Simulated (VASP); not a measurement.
Runs of VASP 6.6.1 on WC (Qusongite). The structure is that of space group P-6m2 (No. 187), or close to it. The cells are those of the table. 

| cell | gap on the mesh (eV) | pressure (GPa) |
| --- | --- | --- |
| a = 2.957, b = 2.957, c = 2.886 Å, angles 90.0, 90.0, 120.0°, 2 atoms | none | (b) |
| a = 2.880, b = 2.880, c = 2.811 Å, angles 90.0, 90.0, 120.0°, 2 atoms | none | 15.4 |
| a = 2.906, b = 2.907, c = 2.837 Å, angles 90.0, 90.0, 120.0°, 2 atoms | none | (a) |
| a = 2.854, b = 2.854, c = 2.785 Å, angles 90.0, 90.0, 120.0°, 2 atoms | none | 29.2 |
| a = 2.932, b = 2.932, c = 2.862 Å, angles 90.0, 90.0, 120.0°, 2 atoms | none | -7.1 |

Alike in all rows: task single point; level r2SCAN; potentials or basis VASP PAW PBE potentials, release 64 (W_sv, C); no spin polarisation; k mesh 11 × 11 × 10; cutoff (eV) 520; smearing fermi-dirac 0.15 eV.

Question: Fill in the values left out.

Answer: (a) 3.4; (b) -16.2.

Caveats: the PAW data sets were made with another functional, which shifts forces and pressure a little; spin-orbit coupling is left out, which moves the levels of the heavy elements.

A k mesh can miss the band edges, and the runs leave out spin-orbit coupling on W.

A gap of «none» marks levels without a gap at the run's occupations.
